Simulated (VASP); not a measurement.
CoO: single point with PBEsol

Crystal: CoO.

```
Co O
1.0
     0.00000    2.13150    2.13150
     2.13150    0.00000    2.13150
     2.13150    2.13150    0.00000
Co O
1 1
Direct
  0.00000 0.00000 0.00000
  0.50000 0.50000 0.50000
```

- Program: VASP 6.6.1
- Task: single point
- Functional: PBEsol
- Potentials or basis: VASP PAW PBE potentials, release 64 (Co, O)
- Cutoff: 600 eV
- k mesh: 16 × 16 × 16
- Occupations: gaussian, width 0.1 eV
- Spin: collinear spin, ferromagnetic start
- Starting moments: [2.57, 0.32] μB

```yaml
Pressure: -11.4 GPa
Net_moment: 2.96 μB per cell
Site_moments: Co +2.58; O +0.32 μB
Valence_electrons_inside_the_program's_atomic_spheres: Co 7.80; O 4.95
```

Levels at points of the mesh, in eV from the Fermi level:
Spin up:
| k point | band 7 | band 8 | band 9 | band 10 | band 11 | band 12 |
| --- | --- | --- | --- | --- | --- | --- |
| (0.00, 0.00, 0.00) | -3.16 | -3.16 | -3.16 | 0.83 | 16.56 | 17.89 |
| (0.50, 0.00, 0.00) | -1.88 | 0.06 | 0.06 | 4.85 | 9.16 | 13.20 |
| (0.50, 0.50, 0.00) | -2.44 | -2.15 | -2.15 | 5.67 | 9.61 | 11.44 |
Spin down:
```
           k point  band 2  band 3  band 4  band 5  band 6  band 7  band 8  band 9  band 10  band 11
(0.00, 0.00, 0.00)   -2.58   -2.58   -2.58   -1.10   -1.10   -1.10   -0.13   -0.13     1.39    16.51
(0.50, 0.00, 0.00)   -7.66   -4.69   -4.69   -0.12   -0.12    0.19    2.56    2.56     5.16     9.99
(0.50, 0.50, 0.00)   -6.46   -3.85   -3.85   -2.25    0.15    0.15    0.34    0.81     6.51    10.13
```

Run time: 2 min on 1 thread of AMD EPYC 9R14 (Zen 4), on a shared host, peak memory 0.19 GiB.

Caveat: the PAW data sets were made with another functional, which shifts forces and pressure a little; a cell with one magnetic atom can't hold antiferromagnetic order, which such compounds often take; semilocal functionals often make such compounds metallic where correlation or magnetic order opens a gap, which also shifts bond lengths. With open d or f shells a metallic result of PBEsol can be an artefact of self-interaction; +U or a hybrid may open a gap.
